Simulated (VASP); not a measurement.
Set up this calculation in VASP 6.6.1, as the native input.

* Task: single point
* Functional: PBE
* Potentials or basis: VASP PAW PBE potentials, release 64 (Cd, N)
* Cutoff: 520 eV
* k mesh: 4 × 4 × 4
* Occupations: gaussian, width 0.1 eV
* Spin: no spin polarisation
* Dipole correction: no
* Further INCAR settings: ALGO = Normal; EDIFF = 1e-07; NBANDS = 40

The structure of Cd4N3 lies in POSCAR:

```
Cd4N3
1.0
    5.1293975800      0.0000000000      0.0000000000
    0.0000000000      5.1293975800      0.0000000000
    0.0000000000      0.0000000000      5.1293975800
Cd N
4 3
Direct
    0.7206873300      0.7206873300      0.7206873300
    0.2793126700      0.2793126700      0.7206873300
    0.2793126700      0.7206873300      0.2793126700
    0.7206873300      0.2793126700      0.2793126700
    0.0000000000      0.0000000000      0.5000000000
    0.5000000000      0.0000000000      0.0000000000
    0.0000000000      0.5000000000      0.0000000000
```

The cell was generated, and may not be a known phase.

One way to write it, as run:

INCAR

```
SYSTEM = Cd4N3
PREC     = Accurate       ! precision mode
ENCUT    = 520            ! plane-wave cutoff, eV
EDIFF    = 1E-7           ! SCF threshold, eV
ISMEAR   = 0              ! smearing method
SIGMA    = 0.1            ! smearing width, eV
LREAL    = .False.        ! projectors in reciprocal space
LASPH    = .True.         ! aspherical terms in the spheres
NELM     = 60             ! most SCF steps
ALGO     = Normal         ! electronic algorithm
ISIF     = 2              ! what is computed and relaxed
LWAVE    = .False.        ! write WAVECAR
LCHARG   = .True.         ! write CHGCAR
GGA      = PE             ! functional
LELF     = .True.         ! ELF
LVHAR    = .True.       
NBANDS   = 40             ! bands
```

KPOINTS

```
regular mesh
0
Gamma
  4 4 4
  0 0 0
```

Potentials or basis: VASP PAW PBE potentials, release 64 (Cd, N).

Run with:

```bash
$ cat potpaw_PBE.64/Cd/POTCAR potpaw_PBE.64/N/POTCAR > POTCAR
$ mpirun -np 1 vasp_std > vasp.out
```

It gave:

```yaml
Pressure: -6.9 GPa
Largest_force: 1.125 eV/Å
Band_gap_on_the_k_mesh: zero (an odd number of electrons rules out a gap without spin polarisation)
```

Caveat: the cell stands under tension; forces of over 1 eV/Å act on the atoms, so gaps and moduli don't describe the material at rest.

It took 39 s on 1 thread of Intel(R) Xeon(R) Platinum 8488C (Sapphire Rapids), with other jobs on the host, peak memory 0.24 GiB.
